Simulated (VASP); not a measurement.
Ho2Sb2N: single point with PBE

Ho2Sb2N:

```xyz
5
Lattice="-2.9731 2.9731 3.8161 2.9731 -2.9731 3.8161 2.9731 2.9731 -3.8161" Properties=species:S:1:pos:R:3 pbc="T T T"
Ho    0.0000    2.9731    1.9080
Ho    2.9731    0.0000    1.9080
Sb    0.0000    0.0000    2.1845
Sb    0.0000    0.0000    5.4477
N     0.0000    0.0000    0.0000
```

The cell was generated, and may not be a known phase.

| Quantity | Value |
| --- | --- |
| Program | VASP 6.6.1 |
| Task | single point |
| Functional | PBE |
| Potentials or basis | VASP PAW PBE potentials, release 64 (Ho_3, Sb, N), 4f in core |
| Cutoff | 600 eV |
| k mesh | 5 × 5 × 5 |
| Occupations | gaussian, width 0.2 eV |
| Spin | no spin polarisation |

The pressure is 0.3 GPa, the largest force is 0.039 eV/Å and the band gap on the k mesh is zero (an odd number of electrons rules out a gap without spin polarisation).

Forces in eV/Å, atoms in the order of the input:
```
Ho   0.000  0.000  0.000
Ho   0.000  0.000  0.000
Sb   0.000  0.000  0.039
Sb   0.000  0.000 -0.039
N    0.000  0.000  0.000
```

Stress tensor (GPa, compression positive):
```
 0.59  0.00  0.00
 0.00  0.59  0.00
 0.00  0.00 -0.22
```

Levels at points of the mesh, in eV from the Fermi level:
```
           k point  band 13  band 14  band 15  band 16  band 17  band 18  band 19  band 20  band 21  band 22
(0.00, 0.00, 0.00)    -1.45    -1.45    -1.13    -1.10    -1.10    -0.32     0.02     2.11     3.02     3.20
```

Run time: 66 s on 1 thread of Intel(R) Xeon(R) 6975P-C (Granite Rapids), with other jobs on the host, peak memory 0.36 GiB.

Caveat: spin-orbit coupling is left out, which moves the levels of the heavy elements; the 4f electrons are frozen in the core, so they carry no moment and show no levels; an odd number of electrons without spin polarisation forces a metal; a magnetic or distorted state may lie lower; the run has no spin polarisation, though such a crystal can be magnetic. Spin polarisation is off, so any magnetic state and its effect on volume and gap are missing.
